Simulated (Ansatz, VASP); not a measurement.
Zr2Ta3O2: VASP beside Ansatz

```
Zr Ta O
1.0
     3.00211    1.73327    4.63711
    -3.00211    1.73327    4.63711
     0.00000   -3.46653    4.63711
Zr Ta O
2 3 2
Direct
  0.50000 0.50000 0.50000
  0.00000 0.00000 0.00000
  0.50000 0.50000 0.00000
  0.00000 0.50000 0.50000
  0.50000 0.00000 0.50000
  0.25291 0.25291 0.25291
  0.74709 0.74709 0.74709
```

Alike in both runs: functional PBE; k mesh 4 × 4 × 4; occupations gaussian, width 0.2 eV; no spin polarisation.

Ansatz relaxed the structure, and its values are those at the end. VASP's run is a single point on that final structure, the one shown.

|  | VASP | Ansatz |
| --- | --- | --- |
| version | VASP 6.6.1 | Ansatz 0.2.0 |
| potentials or method | VASP PAW PBE potentials, release 64 (Zr_sv, Ta_pv, O), cutoff 520 eV | scalar-relativistic, plane waves, PAW |
| valence electrons in the cell | 69 | 75 |

Ansatz gave:

| Quantity | Value |
| --- | --- |
| gap on the k mesh at the Fermi level (eV) | none |
| pressure (GPa) | 0.3 |
| rms of the force components (eV/Å) | 0.003 |

Question: Which values does VASP return?

Answer: gap on the k mesh at the Fermi level (eV): none; pressure (GPa): 0.5; rms of the force components (eV/Å): 0.019.

A gap of «none» marks a metal or a gap that the smearing closes. VASP's potentials hold 69 valence electrons a cell and Ansatz's 75, so a difference there can come from the potentials and not from the codes.

Spin-orbit coupling is off throughout.
